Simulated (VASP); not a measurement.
Runs of VASP 6.6.1 on Cu. The structure is that of space group Fd-3m (No. 227), or close to it. The cells are those of the table. This isn't the form of Cu at room conditions, which is fcc.

| cell | k mesh | gap on the mesh (eV) | pressure (GPa) |
| --- | --- | --- | --- |
| a = 3.699 Å, angles 60.0°, 2 atoms | 17 × 17 × 17 | none | 0.1 |
| a = 3.649 Å, angles 60.0°, 2 atoms | 17 × 17 × 17 | none | 3.1 |
| a = 3.699 Å, angles 60.0°, 2 atoms | 11 × 11 × 11 | none | (b) |
| a = 3.795 Å, angles 60.0°, 2 atoms | 17 × 17 × 17 | none | -4.0 |
| a = 3.598 Å, angles 60.0°, 2 atoms | 17 × 17 × 17 | none | 7.4 |
| a = 3.748 Å, angles 60.0°, 2 atoms | 17 × 17 × 17 | none | -2.4 |
| a = 3.545 Å, angles 60.0°, 2 atoms | 17 × 17 × 17 | none | (a) |

Alike in all rows: task single point; level PBEsol; potentials or basis VASP PAW PBE potentials, release 64 (Cu); no spin polarisation; cutoff (eV) 520; smearing fermi-dirac 0.1 eV.

Problem. Fill in the values left out.

Solution. (a) 12.1; (b) 0.0.

Caveats: the PAW data sets were made with another functional, which shifts forces and pressure a little; the cell stands under pressure (at least some runs); the cell stands under tension (at least some runs).

A gap of «none» marks levels without a gap at the run's occupations.
